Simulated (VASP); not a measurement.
Wanted: the native input for a VASP 6.6.1 run.

| Quantity | Value |
| --- | --- |
| Task | single point |
| Functional | PBE |
| Potentials or basis | VASP PAW PBE potentials, release 64 (Ir, O) |
| Cutoff | 520 eV |
| k mesh | 12 × 12 × 12 |
| Occupations | fermi-dirac, width 0.0612256 eV |
| Spin | no spin polarisation |
| Dipole correction | no |
| Further INCAR settings | ALGO = Normal; EDIFF = 1e-06; NBANDS = 47 |

The structure of Ir2O3 lies in POSCAR:

```
Ir2O3
1.0
    4.7420749558      0.0000000000      0.0000000000
    0.0000000000      4.7420749558      0.0000000000
    0.0000000000      0.0000000000      4.7420749558
Ir O
4 6
Direct
    0.2500000000      0.2500000000      0.2500000000
    0.7500000000      0.7500000000      0.2500000000
    0.7500000000      0.2500000000      0.7500000000
    0.2500000000      0.7500000000      0.7500000000
    0.5000000000      0.0000000000      0.0000000000
    0.0000000000      0.5000000000      0.0000000000
    0.0000000000      0.0000000000      0.5000000000
    0.5000000000      0.5000000000      0.0000000000
    0.5000000000      0.0000000000      0.5000000000
    0.0000000000      0.5000000000      0.5000000000
```

One way to write it, as run:

INCAR

```
PREC     = Accurate       # precision mode
ENCUT    = 520            # plane-wave cutoff, eV
EDIFF    = 1E-6           # SCF threshold, eV
ISMEAR   = -1             # smearing method
SIGMA    = 0.06122561905347299 # smearing width, eV
LREAL    = False          # projectors in reciprocal space
LASPH    = True           # aspherical terms in the spheres
NELM     = 100            # most SCF steps
ALGO     = Normal         # electronic algorithm
ISIF     = 2              # what is computed and relaxed
LWAVE    = False          # write WAVECAR
LCHARG   = True           # write CHGCAR
GGA      = PE             # functional
LELF     = True           # ELF
LVHAR    = True         
NBANDS   = 47             # bands
```

KPOINTS

```
Automatic mesh
0
Gamma
  12 12 12
```

Potentials or basis: VASP PAW PBE potentials, release 64 (Ir, O).

The run is started by

```sh
$ cat potpaw_PBE.64/Ir/POTCAR potpaw_PBE.64/O/POTCAR > POTCAR
$ mpirun -np 1 vasp_std > vasp.out
```

It gave:

| Quantity | Value |
| --- | --- |
| Pressure | 13.3 GPa |
| Band gap on the k mesh | 0.35 eV |

Caveat: the cell stands under pressure; spin-orbit coupling is left out, which moves the levels of the heavy elements.

It took 2.6 min on 1 thread of Intel(R) Xeon(R) 6975P-C (Granite Rapids) (shared host), peak memory 0.42 GiB.
